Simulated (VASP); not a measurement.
# Te (Pmc2_1) in VASP: single point with PBE

Aim: the single point of Te with PBE.

All numbers are computed with VASP 6.6.1; they aren't measurements. Logs are shortened: lines on timing, memory, paths and dates and some standing lists are left out, and cuts for length are marked.

## Step 1: The cell of the first run

The typed cell holds 4 atoms: a = 3.207 Å, b = 4.515 Å, c = 9.053 Å, α = 90.00°, β = 90.00°, γ = 90.00°.

## Step 2: Single point, PBE

Contents of INCAR:

```
  ALGO = Normal
  EDIFF = 1E-6
  ENCUT = 520
  GGA = PE
  ISIF = 2
  ISMEAR = 0
  LASPH = T
  LCHARG = T
  LELF = T
  LREAL = F
  LVHAR = T
  LWAVE = F
  NBANDS = 20
  NELM = 100
  PREC = Accurate
  SIGMA = 0.1
```

Contents of KPOINTS:

```
k-points
0
Gamma
  14 10 6
```

Contents of POSCAR:

```
Te
1.0
    3.2069323718      0.0000000000      0.0000000000
    0.0000000000      4.5148812793      0.0000000000
    0.0000000000      0.0000000000      9.0527371723
Te
4
Direct
    0.5000000000      0.4994767495      0.7600015381
    0.5000000000      0.5005232505      0.2600015381
    0.5000000000      1.0001369412      0.0099984619
    0.5000000000     -0.0001369412      0.5099984619
```

Potentials or basis: VASP PAW PBE potentials, release 64 (Te).

Started as:

```console
> cat potpaw_PBE.64/Te/POTCAR > POTCAR
> mpirun -np 1 vasp_std > vasp.out
```

OUTCAR:

```text
EDIFF = 1E-6
   ENCUT = 520
   GGA = PE
   ISIF = 2
   ISMEAR = 0
   LASPH = T
   LREAL = F
   NELM = 100
   PREC = Accurate

 ion  position               nearest neighbor table
   1  0.500  0.499  0.760-   3 3.19   4 3.20   4 3.20   3 3.20
   2  0.500  0.501  0.260-   4 3.19   3 3.20   3 3.20   4 3.20
   3  0.500  0.000  0.010-   1 3.19   2 3.20   2 3.20   1 3.20
   4  0.500  1.000  0.510-   2 3.19   1 3.20   1 3.20   2 3.20

  LATTYP: Found a simple orthorhombic cell.
 ALAT       =     3.2069323718
 B/A-ratio  =     1.4078504801
 C/A-ratio  =     2.8228650070

  Lattice vectors:

 A1 = (   3.2069323718,   0.0000000000,   0.0000000000)
 A2 = (   0.0000000000,   4.5148812793,   0.0000000000)
 A3 = (   0.0000000000,   0.0000000000,   9.0527371723)

Analysis of symmetry for initial positions (statically):
=====================================================================
 Subroutine PRICEL returns:
 Original cell was already a primitive cell.

 Routine SETGRP: Setting up the symmetry group for a
 simple orthorhombic supercell.

 Subroutine GETGRP returns: Found  4 space group operations
 (whereof  2 operations were pure point group operations)
 out of a pool of  8 trial point group operations.

The static configuration has the point symmetry C_1h.
 The point group associated with its full space group is C_2v.

Analysis of symmetry for dynamics (positions and initial velocities):
=====================================================================
 Subroutine PRICEL returns:
 Original cell was already a primitive cell.

 Routine SETGRP: Setting up the symmetry group for a
 simple orthorhombic supercell.

 Subroutine GETGRP returns: Found  4 space group operations
 (whereof  2 operations were pure point group operations)
 out of a pool of  8 trial point group operations.

The dynamic configuration has the point symmetry C_1h.
 The point group associated with its full space group is C_2v.

 Subroutine INISYM returns: Found  4 space group operations
 (whereof  2 operations are pure point group operations),
 and found     1 'primitive' translations

----------------------------------------------------------------------------------------

                                     Primitive cell

  volume of cell :     131.0738

[... 90 lines left out ...]
   ENCUT  =  520.0 eV  38.22 Ry    6.18 a.u.   5.96  8.39 16.83*2*pi/ulx,y,z
   NELM   =    100;   NELMIN=  2; NELMDL= -5     # of ELM steps
   EDIFF  = 0.1E-05   stopping-criterion for ELM
   LREAL  =      F    real-space projection
   EDIFFG = 0.1E-04   stopping-criterion for IOM
   NSW    =      0    number of steps for IOM
   IBRION =     -1    ionic relax: 0-MD 1-quasi-New 2-CG
   NFREE  =      0    steps in history (QN), initial steepest desc. (CG)
   ISIF   =      2    stress and relaxation
   ISYM   =      2    0-nonsym 1-usesym 2-fastsym
   POTIM  = 0.5000    time-step for ionic-motion
   TEBEG  =    0.0;   TEEND  =   0.0 temperature during run
   PSTRESS=    0.0 pullay stress
   NELECT =      24.0000    total number of electrons
   NUPDOWN=      -1.0000    fix difference up-down
   EMIN   =  10.00;   EMAX   =-10.00  energy-range for DOS
   EFERMI =   0.00;   METHOD = LEGACY
   ISMEAR =     0;   SIGMA  =   0.10  broadening in eV -4-tet -1-fermi 0-gaus
   EFERMI_NEDOS =   21; number of points for ismear=-14 and -15
   IALGO  =     38    algorithm
   IMIX   =      4    mixing-type and parameters
     AMIX     =   0.40;   BMIX     =  1.00
     AMIX_MAG =   1.60;   BMIX_MAG =  1.00
  volume/ion in A,a.u.               =      32.77       221.13
  Fermi-wavevector in a.u.,A,eV,Ry     =   0.929622  1.756732 11.758124  0.864198
  Thomas-Fermi vector in A             =   2.055925
   LORBIT       =      0    0 simple, 1 ext, 2 COOP (PROOUT), +10 PAW based schemes
   GGA     = PE    functional components
   LHFCALC =     F    Hartree Fock is set to
   AEXX    =    0.0000 exact exchange contribution
   IVDW    =     0    specifies the selected vdW correction
   LEPSILON=     F    determine dielectric tensor
   LRPA    =     F    only Hartree local field effects (RPA)
 non-spin polarized calculation
 Gauss-broadening in eV      SIGMA  =   0.10
  energy-cutoff  :      520.00
  volume of cell :      131.07
 maximum number of plane-waves:      3580
 NGX is ok and might be reduce to    24
   NGX = 11   NGY = 17   NGZ = 33

 number of electron      24.0000003 magnetization

 Free energy of the ion-electron system (eV)
  ---------------------------------------------------
  ext. energy  EPLUGINS =         0.00000000
  ---------------------------------------------------
  free energy    TOTEN  =       -12.41598740 eV

  energy without entropy =      -12.40483881  energy(sigma->0) =      -12.41041311

 E-fermi :   6.4247     XC(G=0):  -9.2735

 val. band max:        6.4190886734   @ k =   0.1429   0.3000   0.3333
 cond. band min:       6.4311268962   @ k =   0.5000   0.1000   0.5000
 fundamental gap:      0.0120382228
 Fermi energy:         6.4246922163

 k-point     1 :       0.0000    0.0000    0.0000
  band No.  band energies     occupation
      1      -7.1791      2.00000
      2      -5.7983      2.00000
      3      -5.7982      2.00000
      4      -3.7032      2.00000
      5       2.0199      2.00000
      6       2.0436      2.00000
[... 541 lines left out ...]
     19      10.6849      0.00000
     20      11.1327      0.00000

 [... further k-points ...]

------------------------ aborting loop because EDIFF is reached ----------------------------------------

  FORCE on cell =-STRESS in cart. coord.  units (eV):
  Direction    XX          YY          ZZ          XY          YZ          ZX
  --------------------------------------------------------------------------------------
  -------------------------------------------------------------------------------------
  Total       -0.0333009     -0.0389312     -0.0350205      0.0000000      0.0000000      0.0000000
  in kB       -0.4070531     -0.4758741     -0.4280718      0.0000000      0.0000000      0.0000000
  external PRESSURE =      -0.4369996 kB  Pullay stress =       0.0000000 kB

 VOLUME and BASIS-vectors are now :
 -----------------------------------------------------------------------------
  energy-cutoff  :      520.00
  volume of cell :      131.07
      direct lattice vectors                 reciprocal lattice vectors
     3.206932372  0.000000000  0.000000000     0.311824474  0.000000000  0.000000000
     0.000000000  4.514881279  0.000000000     0.000000000  0.221489766  0.000000000
     0.000000000  0.000000000  9.052737172     0.000000000  0.000000000  0.110463828

 POSITION                                       TOTAL-FORCE (eV/Angst)
 -----------------------------------------------------------------------------------
      1.60347      2.25508      6.88009         0.000000      0.000467     -0.000100
      1.60347      2.25980      2.35373         0.000000     -0.000467     -0.000100
      1.60347      0.00062      0.09051         0.000000     -0.000122      0.000100
      1.60347      4.51426      4.61688         0.000000      0.000122      0.000100
 -----------------------------------------------------------------------------------
    total drift:                               -0.000000     -0.000000      0.000060

  FREE ENERGIE OF THE ION-ELECTRON SYSTEM (eV)
  ---------------------------------------------------
  free  energy   TOTEN  =       -12.4159874004 eV

  energy  without entropy=      -12.4048388149  energy(sigma->0) =      -12.41041311
```

stdout:

```text
POSCAR found type information on POSCAR Te
 POSCAR found :  1 types and       4 ions
 scaLAPACK will be used
 LDA part: xc-table for (Slater+PW92), standard interpolation
 POSCAR, INCAR and KPOINTS ok, starting setup
 FFT: planning ... GRIDC
 FFT: planning ... GRID_SOFT
 FFT: planning ... GRID
 WAVECAR not read
 entering main loop
```

Wall time 3 min (1 thread of Intel Xeon Platinum 8488C (Sapphire Rapids), shared host); peak memory 0.5 GiB.

Results:

```yaml
Free_energy: -12.4160 eV
Pressure: 0.0 GPa
Band_gap_on_the_k_mesh: zero (band 12 reaches 8.73 eV, above the bottom of band 13 at 4.91 eV)
```

Caveat: spin-orbit coupling is left out, which moves the levels of the heavy elements.
